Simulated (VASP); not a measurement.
NbP (zincblende type): single point with PBE

The system is NbP (zincblende type).

```
Nb P
1.0
     0.00000    2.45661    2.45661
     2.45661    0.00000    2.45661
     2.45661    2.45661    0.00000
Nb P
1 1
Direct
  0.00000 0.00000 0.00000
  0.25000 0.25000 0.25000
```

This cell differs from its parent crystal: volume scaled by 0.68.

```yaml
Program: VASP 6.6.1
Task: single point
Functional: PBE
Potentials_or_basis: VASP PAW PBE potentials, release 64 (Nb_sv, P)
Cutoff: 500 eV
k_mesh: 12 × 12 × 12
Occupations: fermi-dirac, width 0.08 eV
Spin: no spin polarisation
Dipole_correction: no
Further_INCAR_settings: ALGO = Normal; EDIFF = 1e-06; NBANDS = 16
```

| Property | Result |
| --- | --- |
| Pressure | 87.5 GPa |
| Band gap on the k mesh | zero (band 9 reaches 12.37 eV, above the bottom of band 10 at 11.14 eV) |

Levels at points of the mesh, in eV from the Fermi level:
| k point | band 5 | band 6 | band 7 | band 8 | band 9 | band 10 | band 11 | band 12 | band 13 | band 14 |
| --- | --- | --- | --- | --- | --- | --- | --- | --- | --- | --- |
| (0.00, 0.00, 0.00) | -12.70 | -4.89 | -4.89 | -4.89 | -0.15 | -0.15 | 4.57 | 7.24 | 7.24 | 7.24 |
| (0.50, 0.00, 0.00) | -10.88 | -4.86 | -4.26 | -4.26 | 0.89 | 0.89 | 1.74 | 4.94 | 4.94 | 5.69 |
| (0.50, 0.50, 0.00) | -10.20 | -6.70 | -1.83 | -1.81 | -1.81 | 1.98 | 2.35 | 2.35 | 2.44 | 11.00 |

Wall time 35 s on 1 thread of Intel(R) Xeon(R) Platinum 8375C CPU @ 2.90GHz (Ice Lake), with other jobs on the host, peak memory 0.17 GiB.
